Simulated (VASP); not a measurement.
A run of VASP 6.6.1 is set up as follows.

File INCAR:

```
PREC = Accurate
ENCUT = 520
EDIFF = 1E-7
ISMEAR = 0
SIGMA = 0.02
LREAL = False
LASPH = True
NELM = 60
ALGO = Normal
ISIF = 2
LWAVE = False
LCHARG = False
NBANDS = 16
```

KPOINTS

```
Automatic mesh
0
Gamma
  10 10 10
```

File POSCAR:

```
GaN
1.0
    0.0000000000      2.2276025120      2.2276025120
    2.2276025120      0.0000000000      2.2276025120
    2.2276025120      2.2276025120      0.0000000000
Ga N
1 1
Direct
    0.0000000000      0.0000000000      0.0000000000
    0.2500000000      0.2500000000      0.2500000000
```

Potentials or basis: VASP PAW LDA potentials, release 64 (Ga_d, N).

Run with:

```sh
$ cat potpaw_LDA.64/Ga_d/POTCAR potpaw_LDA.64/N/POTCAR > POTCAR
$ mpirun -np 1 vasp_std > vasp.out
```

Problem. Predict the pressure.

Solution. 1.1 GPa.

Problem. Predict the band gap on the k mesh.

Solution. 1.97 eV, direct.
